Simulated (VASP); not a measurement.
A run of VASP 6.6.1 is set up as follows.

The input INCAR:

```
  ALGO = Normal
  EDIFF = 1E-8
  ENCUT = 420
  GGA = CA
  GGA_COMPAT = F
  ISIF = 2
  ISMEAR = -1
  LASPH = T
  LCHARG = F
  LEFG = T
  LREAL = F
  LWAVE = F
  NBANDS = 16
  NELM = 120
  PREC = Accurate
  SIGMA = 0.05
```

File KPOINTS:

```
k-points
0
Gamma
  13 13 13
```

File POSCAR:

```
BAs
1.0
    0.0000000000      2.3407300000      2.3885000000
    2.3407300000      0.0000000000      2.3885000000
    2.3407300000      2.3407300000      0.0000000000
B As
1 1
Direct
    0.0000000000      0.0000000000      0.0000000000
    0.7500000000      0.7500000000      0.7500000000
```

Potentials or basis: VASP PAW LDA potentials, release 64 (B, As_d).

Run with:

```sh
$ cat potpaw_LDA.64/B/POTCAR potpaw_LDA.64/As_d/POTCAR > POTCAR
$ mpirun -np 1 vasp_std > vasp.out
```

(1) Estimate the pressure.

(2) What does it give for the band gap on the k mesh?

Answers

(1) 2.1 GPa.

(2) 0.94 eV (least direct gap 3.19 eV).

Caveat: the cell differs from its parent crystal (equal xx and yy strain of -2 %); without QUAD_EFG the Cq values of the log hold for a quadrupole moment of 1 mb, not for the nuclei.
